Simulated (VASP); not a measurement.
# C (R-3m) in VASP: a series of runs

The runs below take C through single point, with PBE.

Program: VASP 6.6.1. These are calculated values, not measurements. Logs are shortened: lines on timing, memory, paths and dates and some standing lists are left out, and cuts for length are marked.

**1. The cell of the first run**

Symmetry: R-3m, No. 166, trigonal system. Conventional cell: a = 2.525 Å, b = 2.525 Å, c = 37.116 Å, α = 90.00°, β = 90.00°, γ = 120.00°. C (site symmetry 3m) has 4 C at 1.55 Å within 2.1 Å. C (site symmetry 3m) has 5 C at 1.55 to 2.06 Å within 2.1 Å. C (site symmetry 3m) has 4 C at 1.55 Å within 2.1 Å. C (site symmetry 3m) has 4 C at 1.55 Å within 2.1 Å. Within 2.1 Å of C (site symmetry 3m) lie 4 C at 1.55 Å. Within 2.1 Å of C (site symmetry 3m) lie 4 C at 1.55 to 2.06 Å.

**2. Single point, PBE**

INCAR

```
SYSTEM = C
ALGO = Normal ; EDIFF = 1E-7
ENCUT = 520 ; GGA = PE
ISIF = 2 ; ISMEAR = 0
ISYM = 0 ; LASPH = .TRUE.
LCHARG = .FALSE. ; LREAL = .FALSE.
LWAVE = .FALSE. ; NBANDS = 36
NELM = 60 ; PREC = Accurate
SIGMA = 0.05
```

KPOINTS

```
k-points
0
G
  10 10 2
  0 0 0
```

POSCAR

```
C
1.0
    1.7857375322     -1.7857375322      0.0000000000
    1.7857375322      0.0000000000     -1.7857375322
    8.3334418169      6.5477042847      6.5477042847
C
12
Direct
    0.5763777778      0.5763777778      0.2708666667
   -0.0347333333     -0.0347333333      0.1042000000
    0.1874888889      0.1874888889      0.4375333333
    0.4097111111      0.4097111111      0.7708666667
    0.7986000000      0.7986000000      0.6042000000
    0.0208222222      0.0208222222      0.9375333333
    0.5347111111      0.5347111111      0.3958666667
    0.9236000000      0.9236000000      0.2292000000
    0.1458222222      0.1458222222      0.5625333333
    0.3680444444      0.3680444444      0.8958666667
   -0.2430666667     -0.2430666667      0.7292000000
    0.3124888889      0.3124888889      0.0625333333
```

Potentials or basis: VASP PAW PBE potentials, release 64 (C).

The run is started by

```bash
> cat potpaw_PBE.64/C/POTCAR > POTCAR
> mpirun -np 1 vasp_std > vasp.out
```

OUTCAR:

```text
SYSTEM = C
   EDIFF = 1E-7
   ENCUT = 520
   GGA = PE
   ISIF = 2
   ISMEAR = 0
   ISYM = 0
   LASPH = .TRUE.
   LREAL = .FALSE.
   NELM = 60
   PREC = Accurate

 ion  position               nearest neighbor table
   1  0.576  0.576  0.271-   7 1.55   8 1.55   8 1.55   8 1.55
   2  0.965  0.965  0.104-   8 1.55  12 1.55  12 1.55  12 1.55   6 2.06
   3  0.187  0.187  0.438-   7 1.55   7 1.55   7 1.55   9 1.55
   4  0.410  0.410  0.771-  10 1.55  11 1.55  11 1.55  11 1.55
   5  0.799  0.799  0.604-  11 1.55   9 1.55   9 1.55   9 1.55
   6  0.021  0.021  0.938-  10 1.55  10 1.55  10 1.55   2 2.06
   7  0.535  0.535  0.396-   3 1.55   3 1.55   3 1.55   1 1.55
   8  0.924  0.924  0.229-   2 1.55   1 1.55   1 1.55   1 1.55
   9  0.146  0.146  0.563-   3 1.55   5 1.55   5 1.55   5 1.55
  10  0.368  0.368  0.896-   6 1.55   6 1.55   6 1.55   4 1.55  12 2.06
  11  0.757  0.757  0.729-   5 1.55   4 1.55   4 1.55   4 1.55
  12  0.312  0.312  0.063-   2 1.55   2 1.55   2 1.55  10 2.06

IMPORTANT INFORMATION: All symmetrisations will be switched off!
NOSYMM: (Re-)initialisation of all symmetry stuff for point group C_1.

----------------------------------------------------------------------------------------

                                     Primitive cell

  volume of cell :      68.3336

  direct lattice vectors                    reciprocal lattice vectors
     1.785737532 -1.785737532  0.000000000     0.171108884 -0.388883826  0.171108884
     1.785737532  0.000000000 -1.785737532     0.171108884  0.171108884 -0.388883826
     8.333441817  6.547704285  6.547704285     0.046666059  0.046666059  0.046666059

  length of vectors
     2.525414237  2.525414237 12.457572609     0.458025251  0.458025251  0.080827985

  position of ions in fractional coordinates (direct lattice)
     0.576377778  0.576377778  0.270866667
     0.965266667  0.965266667  0.104200000
     0.187488889  0.187488889  0.437533333
     0.409711111  0.409711111  0.770866667
     0.798600000  0.798600000  0.604200000
     0.020822222  0.020822222  0.937533333
     0.534711111  0.534711111  0.395866667
     0.923600000  0.923600000  0.229200000
     0.145822222  0.145822222  0.562533333
     0.368044444  0.368044444  0.895866667
     0.756933333  0.756933333  0.729200000
     0.312488889  0.312488889  0.062533333

  ion indices of the primitive-cell ions
   primitive index   ion index
                 1           1
                 2           2
                 3           3
                 4           4
                 5           5
                 6           6
                 7           7
                 8           8
                 9           9
                10          10
                11          11
                12          12

----------------------------------------------------------------------------------------

 KPOINTS: k-points

Automatic generation of k-mesh.
 Grid dimensions read from file:
 generate k-points for:   10   10    2

 Generating k-lattice:

  Cartesian coordinates                     Fractional coordinates (reciprocal lattice)
     0.017110888 -0.038888383  0.017110888     0.100000000  0.000000000  0.000000000
     0.017110888  0.017110888 -0.038888383     0.000000000  0.100000000  0.000000000
     0.023333030  0.023333030  0.023333030     0.000000000  0.000000000  0.500000000

  Length of vectors
     0.045802525  0.045802525  0.040413993

  Shift w.r.t. Gamma in fractional coordinates (k-lattice)
     0.000000000  0.000000000  0.000000000

 -----------------------------------------------------------------------------
|                                                                             |
|           W    W    AA    RRRRR   N    N  II  N    N   GGGG   !!!           |
|           W    W   A  A   R    R  NN   N  II  NN   N  G    G  !!!           |
|           W    W  A    A  R    R  N N  N  II  N N  N  G       !!!           |
|           W WW W  AAAAAA  RRRRR   N  N N  II  N  N N  G  GGG   !            |
|           WW  WW  A    A  R   R   N   NN  II  N   NN  G    G                |
|           W    W  A    A  R    R  N    N  II  N    N   GGGG   !!!           |
|                                                                             |
|     Your reciprocal lattice and k-lattice belong to different lattice       |
|     classes:                                                                |
|                                                                             |
|        The reciprocal lattice is rhombohedral (trigonal),                   |
|        whereas your k-lattice is base-centered monoclinic.                  |
|                                                                             |
|     Results are often still useful ...                                      |
|                                                                             |
 -----------------------------------------------------------------------------

 WARNING: IBZKPT: internal override: KBLOWUP is changed to .FALSE.
      ... skipping the blow-up phase ...

 Subroutine IBZKPT returns following result:
 ===========================================

 Found    104 irreducible k-points:

 Following reciprocal coordinates:
            Coordinates               Weight
  0.000000  0.000000  0.000000      1.000000
  0.100000  0.000000 -0.000000      2.000000
  0.200000  0.000000 -0.000000      2.000000
  0.300000  0.000000  0.000000      2.000000
  0.400000  0.000000  0.000000      2.000000
  0.500000  0.000000  0.000000      1.000000
[... 16 lines left out ...]
 -0.400000  0.200000 -0.000000      2.000000
 -0.300000  0.200000  0.000000      2.000000
 [... further k-points ...]
   k-points           NKPTS =    104   k-points in BZ     NKDIM =    104   number of bands    NBANDS=     36
   number of dos      NEDOS =    301   number of ions     NIONS =     12
   total plane-waves  NPLWV =  38400
   dimension x,y,z NGX =    20 NGY =   20 NGZ =   96
   dimension x,y,z NGXF=    40 NGYF=   40 NGZF=  192
   ions per type =              12
   NGX,Y,Z   is equivalent  to a cutoff of  13.17, 13.17, 12.81 a.u.
   NGXF,Y,Z  is equivalent  to a cutoff of  26.33, 26.33, 25.62 a.u.
 SYSTEM =  C
   PREC   = accura    normal or accurate (medium, high low for compatibility)
   ISTART =      0    job   : 0-new  1-cont  2-samecut
   ICHARG =      2    charge: 1-file 2-atom 10-const
   ISPIN  =      1    spin polarized calculation?
   LNONCOLLINEAR =      F non collinear calculations
   LSORBIT =      F    spin-orbit coupling
   LASPH  =      T    aspherical Exc in radial PAW
   ENCUT  =  520.0 eV  38.22 Ry    6.18 a.u.   4.70  4.70 23.16*2*pi/ulx,y,z
   NELM   =     60;   NELMIN=  2; NELMDL= -5     # of ELM steps
   EDIFF  = 0.1E-06   stopping-criterion for ELM
   LREAL  =      F    real-space projection
   EDIFFG = 0.1E-05   stopping-criterion for IOM
   NSW    =      0    number of steps for IOM
   IBRION =     -1    ionic relax: 0-MD 1-quasi-New 2-CG
   NFREE  =      0    steps in history (QN), initial steepest desc. (CG)
   ISIF   =      2    stress and relaxation
   ISYM   =      0    0-nonsym 1-usesym 2-fastsym
   POTIM  = 0.5000    time-step for ionic-motion
   TEBEG  =    0.0;   TEEND  =   0.0 temperature during run
   PSTRESS=    0.0 pullay stress
   NELECT =      48.0000    total number of electrons
   NUPDOWN=      -1.0000    fix difference up-down
   EMIN   =  10.00;   EMAX   =-10.00  energy-range for DOS
   EFERMI =   0.00;   METHOD = LEGACY
   ISMEAR =     0;   SIGMA  =   0.05  broadening in eV -4-tet -1-fermi 0-gaus
   EFERMI_NEDOS =   21; number of points for ismear=-14 and -15
   IALGO  =     38    algorithm
   IMIX   =      4    mixing-type and parameters
     AMIX     =   0.40;   BMIX     =  1.00
     AMIX_MAG =   1.60;   BMIX_MAG =  1.00
  volume/ion in A,a.u.               =       5.69        38.43
  Fermi-wavevector in a.u.,A,eV,Ry     =   1.455271  2.750063 28.814604  2.117814
  Thomas-Fermi vector in A             =   2.572325
   LORBIT       =      0    0 simple, 1 ext, 2 COOP (PROOUT), +10 PAW based schemes
   GGA     = PE    functional components
   LHFCALC =     F    Hartree Fock is set to
   AEXX    =    0.0000 exact exchange contribution
   IVDW    =     0    specifies the selected vdW correction
   LEPSILON=     F    determine dielectric tensor
   LRPA    =     F    only Hartree local field effects (RPA)
 non-spin polarized calculation
 Gauss-broadening in eV      SIGMA  =   0.05
  energy-cutoff  :      520.00
  volume of cell :       68.33
 maximum number of plane-waves:      1864
   NGX =  9   NGY =  9   NGZ = 47

 number of electron      47.9999995 magnetization

 Free energy of the ion-electron system (eV)
  ---------------------------------------------------
  ext. energy  EPLUGINS =         0.00000000
  ---------------------------------------------------
  free energy    TOTEN  =      -103.13675395 eV

  energy without entropy =     -103.13526582  energy(sigma->0) =     -103.13600988

 E-fermi :  10.1066     XC(G=0): -13.2673

 val. band max:       10.0617779471   @ k =  -0.4000   0.4000   0.0000
 cond. band min:      10.1195430897   @ k =  -0.4000   0.2000   0.5000
 fundamental gap:      0.0577651426
 Fermi energy:        10.1065960948

 k-point     1 :       0.0000    0.0000    0.0000
  band No.  band energies     occupation
      1     -11.7486      2.00000
      2     -11.0289      2.00000
      3     -10.9279      2.00000
      4      -8.7746      2.00000
      5      -8.6808      2.00000
      6      -6.0023      2.00000
[... 28 lines left out ...]
     35      17.8097      0.00000
     36      17.8207      0.00000

 k-point     2 :       0.1000    0.0000   -0.0000
  band No.  band energies     occupation
      1     -11.5021      2.00000
      2     -10.8053      2.00000
      3     -10.6621      2.00000
      4      -8.5987      2.00000
      5      -8.3821      2.00000
      6      -5.7935      2.00000
[... 850 lines left out ...]
 k-point    24 :      -0.3000    0.2000    0.0000
  band No.  band energies     occupation
      1      -7.2426      2.00000
      2      -6.6216      2.00000
      3      -6.4466      2.00000
      4      -4.7604      2.00000
      5      -4.3617      2.00000
      6      -2.5891      2.00000
[... 28 lines left out ...]
     35      20.3922      0.00000
     36      21.0466      0.00000

 [... further k-points ...]
[... 5 lines left out ...]
  --------------------------------------------------------------------------------------
  -------------------------------------------------------------------------------------
  Total        3.7993629      3.7825416      3.7825424      5.6605247      5.6910137      5.6605240
  in kB       89.0814400     88.6870421     88.6870595    132.7190149    133.4338723    132.7189985
  external PRESSURE =      88.8185139 kB  Pullay stress =       0.0000000 kB

 VOLUME and BASIS-vectors are now :
 -----------------------------------------------------------------------------
  energy-cutoff  :      520.00
  volume of cell :       68.33
      direct lattice vectors                 reciprocal lattice vectors
     1.785737532 -1.785737532  0.000000000     0.171108884 -0.388883826  0.171108884
     1.785737532  0.000000000 -1.785737532     0.171108884  0.171108884 -0.388883826
     8.333441817  6.547704285  6.547704285     0.046666059  0.046666059  0.046666059

 POSITION                                       TOTAL-FORCE (eV/Angst)
 -----------------------------------------------------------------------------------
      4.31577      0.74430      0.74430        -0.157394     -0.152710     -0.152710
      4.31577     -1.04144     -1.04144         0.205902      0.207535      0.207536
      4.31577      2.53003      2.53003        -0.085284     -0.080269     -0.080270
      7.88725      4.31577      4.31577        -0.654672     -0.648660     -0.648660
      7.88725      2.53003      2.53003        -0.093753     -0.088412     -0.088413
      7.88725      6.10151      6.10151        -3.147420     -3.141562     -3.141563
      5.20864      1.63716      1.63716         0.093702      0.088437      0.088437
      5.20864     -0.14857     -0.14857         0.654622      0.648684      0.648684
      5.20864      3.42290      3.42290         0.085277      0.080281      0.080282
      8.78011      5.20864      5.20864        -0.205838     -0.207566     -0.207566
      8.78011      3.42290      3.42290         0.157464      0.152656      0.152657
      1.63716     -0.14857     -0.14857         3.147395      3.141585      3.141585
 -----------------------------------------------------------------------------------
    total drift:                               -0.000138      0.000110      0.000109

  FREE ENERGIE OF THE ION-ELECTRON SYSTEM (eV)
  ---------------------------------------------------
  free  energy   TOTEN  =      -103.1367539514 eV

  energy  without entropy=     -103.1352658170  energy(sigma->0) =     -103.13600988
```

Wall time 4.3 min (1 thread of Intel Xeon 6975P-C, shared host); peak memory 0.29 GiB.

Results:

| Item | Value |
| --- | --- |
| Free energy | -103.1368 eV |
| Pressure | 8.9 GPa |
| Largest force | 5.445 eV/Å |
| Band gap on the k mesh | zero (band 24 reaches 10.44 eV, above the bottom of band 25 at 9.88 eV) |

Forces in eV/Å, atoms in the order of the input:
```
C   -0.157 -0.153 -0.153
C    0.206  0.208  0.208
C   -0.085 -0.080 -0.080
C   -0.655 -0.649 -0.649
C   -0.094 -0.088 -0.088
C   -3.147 -3.142 -3.142
C    0.094  0.088  0.088
C    0.655  0.649  0.649
C    0.085  0.080  0.080
C   -0.206 -0.208 -0.208
C    0.157  0.153  0.153
C    3.147  3.142  3.142
```

Caveat: forces of over 1 eV/Å act on the atoms, so gaps and moduli don't describe the material at rest.

(Part 1 of 2 ends here.)
